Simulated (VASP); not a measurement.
# Ce (Fm-3m) in VASP: notebook

Runs on Ce. Level: PBE. Tasks: single point.

Everything below comes from runs of VASP 6.6.1. Logs are shortened: lines on timing, memory, paths and dates and some standing lists are left out, and cuts for length are marked.

## (1) The cell of the first run

Symmetry: Fm-3m, No. 225, cubic system. The conventional cell has a = 4.712 Å, b = 4.712 Å, c = 4.712 Å, α = 90.00°, β = 90.00°, γ = 90.00°. Ce (site symmetry m-3m) has 12 Ce at 3.33 Å within 4.4 Å.

## (2) Single point, PBE, collinear spin, ferromagnetic start

File INCAR:

```
ALGO = Normal
EDIFF = 1E-6
ENCUT = 500
GGA = PE
GGA_COMPAT = F
ISIF = 2
ISMEAR = 0
ISPIN = 2
LASPH = T
LCHARG = T
LELF = T
LMAXMIX = 6
LORBIT = 11
LREAL = F
LVHAR = T
LWAVE = F
MAGMOM = 0.05
NBANDS = 16
NELM = 200
PREC = Accurate
SIGMA = 0.05
```

File KPOINTS:

```
k-points
0
Gamma
  6 6 6
```

File POSCAR:

```
Ce
1.0
    0.0000000000      2.3562256123      2.3562256123
    2.3562256123      0.0000000000      2.3562256123
    2.3562256123      2.3562256123      0.0000000000
Ce
1
Direct
    0.0000000000      0.0000000000      0.0000000000
```

Potentials or basis: VASP PAW PBE potentials, release 64 (Ce).

On the command line:

```sh
$ cat potpaw_PBE.64/Ce/POTCAR > POTCAR
$ mpirun -np 1 vasp_std > vasp.out
```

OUTCAR:

```text
EDIFF = 1E-6
   ENCUT = 500
   GGA = PE
   ISIF = 2
   ISMEAR = 0
   ISPIN = 2
   LASPH = T
   LORBIT = 11
   LREAL = F
   NELM = 200
   PREC = Accurate

 ion  position               nearest neighbor table
   1  0.000  0.000  0.000-

  LATTYP: Found a face centered cubic cell.
 ALAT       =     4.7124512246

  Lattice vectors:

 A1 = (   0.0000000000,   2.3562256123,   2.3562256123)
 A2 = (   2.3562256123,   0.0000000000,   2.3562256123)
 A3 = (   2.3562256123,   2.3562256123,   0.0000000000)

Analysis of symmetry for initial positions (statically):
=====================================================================
 Subroutine PRICEL returns:
 Original cell was already a primitive cell.

 Routine SETGRP: Setting up the symmetry group for a
 face centered cubic supercell.

 Subroutine GETGRP returns: Found 48 space group operations
 (whereof 48 operations were pure point group operations)
 out of a pool of 48 trial point group operations.

The static configuration has the point symmetry O_h .

Analysis of symmetry for dynamics (positions and initial velocities):
=====================================================================
 Subroutine PRICEL returns:
 Original cell was already a primitive cell.

 Routine SETGRP: Setting up the symmetry group for a
 face centered cubic supercell.

 Subroutine GETGRP returns: Found 48 space group operations
 (whereof 48 operations were pure point group operations)
 out of a pool of 48 trial point group operations.

The dynamic configuration has the point symmetry O_h .

Analysis of structural, dynamic, and magnetic symmetry:
=====================================================================
 Subroutine PRICEL returns:
 Original cell was already a primitive cell.

 Routine SETGRP: Setting up the symmetry group for a
 face centered cubic supercell.

 Subroutine GETGRP returns: Found 48 space group operations
 (whereof 48 operations were pure point group operations)
 out of a pool of 48 trial point group operations.

The overall configuration has the point symmetry O_h .

 Subroutine INISYM returns: Found 48 space group operations
 (whereof 48 operations are pure point group operations),
 and found     1 'primitive' translations

----------------------------------------------------------------------------------------

                                     Primitive cell

  volume of cell :      26.1626

[... 96 lines left out ...]
     AMIX     =   0.40;   BMIX     =  1.00
     AMIX_MAG =   1.60;   BMIX_MAG =  1.00
  volume/ion in A,a.u.               =      26.16       176.55
  Fermi-wavevector in a.u.,A,eV,Ry     =   1.262530  2.385836 21.687442  1.593982
  Thomas-Fermi vector in A             =   2.395933
   LORBIT       =     11    0 simple, 1 ext, 2 COOP (PROOUT), +10 PAW based schemes
   GGA     = PE    functional components
   LHFCALC =     F    Hartree Fock is set to
   AEXX    =    0.0000 exact exchange contribution
   IVDW    =     0    specifies the selected vdW correction
   LEPSILON=     F    determine dielectric tensor
   LRPA    =     F    only Hartree local field effects (RPA)
 spin polarized calculation
 Gauss-broadening in eV      SIGMA  =   0.05
  energy-cutoff  :      500.00
  volume of cell :       26.16
 maximum number of plane-waves:       680
   NGX = 13   NGY = 13   NGZ = 13

 number of electron      12.0000000 magnetization      -0.0043083

 number of electron      12.0000000 magnetization       0.0002102

 Free energy of the ion-electron system (eV)
  ---------------------------------------------------
  ext. energy  EPLUGINS =         0.00000000
  ---------------------------------------------------
  free energy    TOTEN  =        -5.97345181 eV

  energy without entropy =       -5.97029604  energy(sigma->0) =       -5.97187393

 E-fermi :   9.5680     XC(G=0): -11.3486

 val. band max:        9.5365076422   @ k =   0.3333   0.0000   0.0000
 cond. band min:       9.6226313772   @ k =   0.3333   0.1667   0.0000
 fundamental gap:      0.0861237350
 Fermi energy:         9.5679822177

 spin component 1

 k-point     1 :       0.0000    0.0000    0.0000
  band No.  band energies     occupation
      1     -25.2432      1.00000
      2      -6.3568      1.00000
      3      -6.3568      1.00000
      4      -6.3568      1.00000
      5       6.6973      1.00000
      6       9.3065      1.00000
[... 280 lines left out ...]
      2      -8.7154      1.00000
      3      -7.8935      1.00000
      4      -7.4947      1.00000
      5       7.7644      1.00000
      6       8.6141      1.00000
[... 8 lines left out ...]
     15      14.7942      0.00000
     16      18.5047      0.00000
 Fermi energy:         9.5679822177

 spin component 2

 k-point     1 :       0.0000    0.0000    0.0000
  band No.  band energies     occupation
      1     -25.2434      1.00000
      2      -6.3570      1.00000
      3      -6.3570      1.00000
      4      -6.3570      1.00000
      5       6.6974      1.00000
      6       9.3066      1.00000
[... 281 lines left out ...]
      3      -7.8937      1.00000
      4      -7.4949      1.00000
      5       7.7644      1.00000
      6       8.6141      1.00000
[... 8 lines left out ...]
     15      14.7942      0.00000
     16      18.5046      0.00000

------------------------ aborting loop because EDIFF is reached ----------------------------------------

  FORCE on cell =-STRESS in cart. coord.  units (eV):
  Direction    XX          YY          ZZ          XY          YZ          ZX
  --------------------------------------------------------------------------------------
  -------------------------------------------------------------------------------------
  Total        0.0131506      0.0131506      0.0131506     -0.0000000      0.0000000     -0.0000000
  in kB        0.8053358      0.8053358      0.8053358     -0.0000000      0.0000000     -0.0000000
  external PRESSURE =       0.8053358 kB  Pullay stress =       0.0000000 kB

 VOLUME and BASIS-vectors are now :
 -----------------------------------------------------------------------------
  energy-cutoff  :      500.00
  volume of cell :       26.16
      direct lattice vectors                 reciprocal lattice vectors
     0.000000000  2.356225612  2.356225612    -0.212203788  0.212203788  0.212203788
     2.356225612  0.000000000  2.356225612     0.212203788 -0.212203788  0.212203788
     2.356225612  2.356225612  0.000000000     0.212203788  0.212203788 -0.212203788

 POSITION                                       TOTAL-FORCE (eV/Angst)
 -----------------------------------------------------------------------------------
      0.00000      0.00000      0.00000         0.000000      0.000000     -0.000000
 -----------------------------------------------------------------------------------
    total drift:                                0.000000      0.000000      0.000000

  FREE ENERGIE OF THE ION-ELECTRON SYSTEM (eV)
  ---------------------------------------------------
  free  energy   TOTEN  =        -5.9734518078 eV

  energy  without entropy=       -5.9702960436  energy(sigma->0) =       -5.97187393

 total charge

# of ion       s       p       d       f       tot
--------------------------------------------------
    1        2.087   5.562   1.260   1.030   9.939

 magnetization (x)

# of ion       s       p       d       f       tot
--------------------------------------------------
    1        0.000  -0.000  -0.000   0.000   0.000
```

OSZICAR:

```text
N       E                     dE             d eps       ncg     rms          rms(c)
DAV:   1     0.811119608756E+02    0.81112E+02   -0.46385E+03  1064   0.885E+02
DAV:   2    -0.939365611072E+00   -0.82051E+02   -0.69002E+02  1280   0.149E+02
DAV:   3    -0.641631739728E+01   -0.54770E+01   -0.54054E+01  1112   0.523E+01
DAV:   4    -0.659581368820E+01   -0.17950E+00   -0.17896E+00  1888   0.683E+00
DAV:   5    -0.659617014636E+01   -0.35646E-03   -0.35646E-03  1144   0.450E-01    0.100E+01
DAV:   6    -0.645137516938E+01    0.14479E+00   -0.48126E+00  1048   0.161E+01    0.599E+00
DAV:   7    -0.605193153875E+01    0.39944E+00   -0.15433E+00  1024   0.145E+01    0.404E+00
DAV:   8    -0.597533366939E+01    0.76598E-01   -0.22651E-01  1192   0.478E+00    0.764E-01
DAV:   9    -0.597323779549E+01    0.20959E-02   -0.40889E-02  1560   0.137E+00    0.309E-01
DAV:  10    -0.597353619464E+01   -0.29840E-03   -0.67689E-04  1448   0.142E-01    0.312E-01
DAV:  11    -0.597358248478E+01   -0.46290E-04   -0.28307E-04  1088   0.198E-01    0.114E-01
DAV:  12    -0.597345138265E+01    0.13110E-03   -0.16025E-04  1088   0.133E-01    0.316E-02
DAV:  13    -0.597345245221E+01   -0.10696E-05   -0.12496E-05  1304   0.180E-02    0.204E-02
DAV:  14    -0.597345180779E+01    0.64442E-06   -0.12835E-06   824   0.855E-03
   1 F= -.59734518E+01 E0= -.59718739E+01  d E =-.315576E-02  mag=    -0.0002
```

Run time: 11 s. Hardware: 1 thread of Intel Xeon Platinum 8375C at 2.90GHz (Ice Lake), shared host; peak memory 0.16 GiB.

What came out:

```yaml
Free_energy: -5.9735 eV
Pressure: 0.1 GPa
Band_gap_on_the_k_mesh: zero (filled and empty bands overlap)
Net_moment: 0.00 μB per cell
Valence_electrons_inside_the_program's_atomic_spheres: Ce 9.94
```

Caveat: the k points lie up to 0.38 Å⁻¹ apart; the magnetic or orbital state may not be the lowest; spin-orbit coupling is left out, which moves the levels of the heavy elements.

## (3) Single point, PBE, collinear spin, ferromagnetic start

This run uses another cell than the first one, of 26.63 Å³/atom, 1.018 times its volume.

File INCAR:

```
PREC = Accurate
ENCUT = 500
EDIFF = 1E-6
ISMEAR = 0
SIGMA = 0.05
LREAL = False
LASPH = True
NELM = 200
ALGO = Normal
ISIF = 2
LWAVE = False
LCHARG = True
ISPIN = 2
MAGMOM = 0.21
LORBIT = 11
LMAXMIX = 6
GGA = PE
LELF = True
LVHAR = True
NBANDS = 16
GGA_COMPAT = False
```

File KPOINTS:

```
Automatic mesh
0
Gamma
  6 6 6
```

File POSCAR:

```
Ce
1.0
    0.0000000000      2.3701918419      2.3701918419
    2.3701918419      0.0000000000      2.3701918419
    2.3701918419      2.3701918419      0.0000000000
Ce
1
Direct
    0.0000000000      0.0000000000      0.0000000000
```

Potentials or basis: VASP PAW PBE potentials, release 64 (Ce).

On the command line:

```sh
$ cat potpaw_PBE.64/Ce/POTCAR > POTCAR
$ mpirun -np 1 vasp_std > vasp.out
```

It took 11 s on 1 thread of Intel Xeon Platinum 8375C at 2.90GHz (Ice Lake), shared host; peak memory 0.16 GiB.

Results (log left out):

* Free energy: -5.9724 eV
* Pressure: -1.0 GPa
* Band gap on the k mesh: zero (filled and empty bands overlap)
* Net moment: 0.01 μB per cell
* Valence electrons inside the program's atomic spheres: Ce 9.91

Levels at points of the mesh, in eV from the Fermi level:
Spin up:
```csv
k point,band 4,band 5,band 6,band 7,band 8,band 9
"(0.00, 0.00, 0.00)",-15.98,-2.92,-0.24,0.34,0.34,0.34
"(0.50, 0.00, 0.00)",-16.34,-2.08,-0.15,0.42,0.42,0.69
"(0.50, 0.50, 0.00)",-16.99,-2.86,-2.20,0.48,0.58,0.58
```
Spin down:
| k point | band 4 | band 5 | band 6 | band 7 | band 8 | band 9 |
| --- | --- | --- | --- | --- | --- | --- |
| (0.00, 0.00, 0.00) | -15.98 | -2.91 | -0.24 | 0.35 | 0.35 | 0.35 |
| (0.50, 0.00, 0.00) | -16.33 | -2.08 | -0.14 | 0.43 | 0.43 | 0.70 |
| (0.50, 0.50, 0.00) | -16.99 | -2.85 | -2.20 | 0.48 | 0.58 | 0.58 |

Caveat: the k points lie up to 0.38 Å⁻¹ apart; the magnetic or orbital state may not be the lowest; spin-orbit coupling is left out, which moves the levels of the heavy elements. The state reached can hang on the start; a lower one may exist.
